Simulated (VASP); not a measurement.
InAg3, 4 atoms in the cell. Symmetry: Pm-3m, No. 221, cubic system. The conventional cell has a = 4.144 Å, b = 4.144 Å, c = 4.144 Å, α = 90.00°, β = 90.00°, γ = 90.00°. In (site symmetry m-3m) has 12 Ag at 2.93 Å within 3.9 Å. Ag (site symmetry 4/mmm) has 4 In at 2.93 Å and 8 Ag at 2.93 Å within 3.9 Å. 

```yaml
Program: VASP 6.6.1
Task: electric field gradients
Functional: PBEsol
Potentials_or_basis: VASP PAW PBE potentials, release 64 (In_d, Ag_sv_GW)
Cutoff: 470 eV
k_mesh: 9 × 9 × 9
Occupations: fermi-dirac, width 0.05 eV
Spin: no spin polarisation
Dipole_correction: no
Further_INCAR_settings: ALGO = Normal; EDIFF = 1e-08; NBANDS = 43
```

Potentials or basis: VASP PAW PBE potentials, release 64 (In_d, Ag_sv_GW).

The run is started by

```sh
$ cat potpaw_PBE.64/In_d/POTCAR potpaw_PBE.64/Ag_sv_GW/POTCAR > POTCAR
$ mpirun -np 1 vasp_std > vasp.out
```

Hardware: 1 thread of Intel(R) Xeon(R) Platinum 8259CL CPU @ 2.50GHz (Skylake/Cascade Lake), with other jobs on the host.

Estimate the wall time of this run.

Wall time 3.1 min on 1 thread of Intel(R) Xeon(R) Platinum 8259CL CPU @ 2.50GHz (Skylake/Cascade Lake), on a shared host, peak memory 0.23 GiB. Counts: scf iterations 17, k points 35.
